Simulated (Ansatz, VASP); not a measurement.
**Two plane-wave programs on Sb**

```
Sb
1.0
     2.12735    1.22822    3.69927
    -2.12735    1.22822    3.69927
     0.00000   -2.45645    3.69927
Sb
2
Direct
  0.23362 0.23362 0.23362
  0.76638 0.76638 0.76638
```

Alike in both runs: task single point; functional r2SCAN; k mesh 6 × 6 × 6; occupations gaussian, width 0.05 eV; non-collinear spin, spin-orbit coupling.

|  | VASP | Ansatz |
| --- | --- | --- |
| version | VASP 6.6.1 | Ansatz 0.2.0 |
| potentials or method | VASP PAW PBE potentials, release 64 (Sb), cutoff 520 eV | plane waves, PAW |
| valence electrons in the cell | 10 | 30 |

```csv
,VASP,Ansatz,Ansatz less VASP
pressure (GPa),4.7,4.5,-0.21
"traceless stress, the component that is largest in VASP (GPa)",-0.41,-0.37,+0.036
rms of the force components (eV/Å),0.102,0.065,-0.0376
net moment per atom (μB),0.00,0.00,0.000
```

VASP's potentials were made for PBE, not for r2SCAN. Atom by atom the forces differ by 0.038 eV/Å (rms over components). VASP's potentials hold 10 valence electrons a cell and Ansatz's 30, so a difference there can come from the potentials and not from the codes.
